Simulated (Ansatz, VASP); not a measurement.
## Two plane-wave programs on I

```xyz
4
Lattice="3.6537 -2.2391 0.4002 3.6537 2.2391 0.4002 -1.0844 0.0000 9.5889" Properties=species:S:1:pos:R:3 pbc="T T T"
I     5.3474   -0.3527    1.7748
I     1.4179   -0.3527    3.8200
I     0.8757    0.3527    8.6145
I     4.8052    0.3527    6.5693
```

Alike in both runs: functional PBE; dispersion D3(BJ); k mesh 8 × 8 × 4; occupations gaussian, width 0.02 eV; no spin polarisation.

Ansatz relaxed the structure, and its values are those at the end. VASP's run is a single point on that final structure, the one shown.

|  | VASP | Ansatz |
| --- | --- | --- |
| version | VASP 6.6.1 | Ansatz 0.2.0 |
| potentials or method | VASP PAW PBE potentials, release 64 (I), cutoff 520 eV | scalar-relativistic, plane waves, PAW |
| valence electrons in the cell | 28 | 68 |

|  | VASP | Ansatz | Ansatz less VASP |
| --- | --- | --- | --- |
| gap on the k mesh at the Fermi level (eV) | 0.84 | 0.84 | -0.002 |
| least direct gap on the mesh (eV) | 1.14 | 1.14 | -0.008 |
| pressure (GPa) | 0.0 | 0.0 | +0.04 |
| rms of the force components (eV/Å) | 0.010 | 0.002 | -0.0081 |

VASP's potentials hold 28 valence electrons a cell and Ansatz's 68, so a difference there can come from the potentials and not from the codes.

Neither program's run includes spin-orbit coupling.
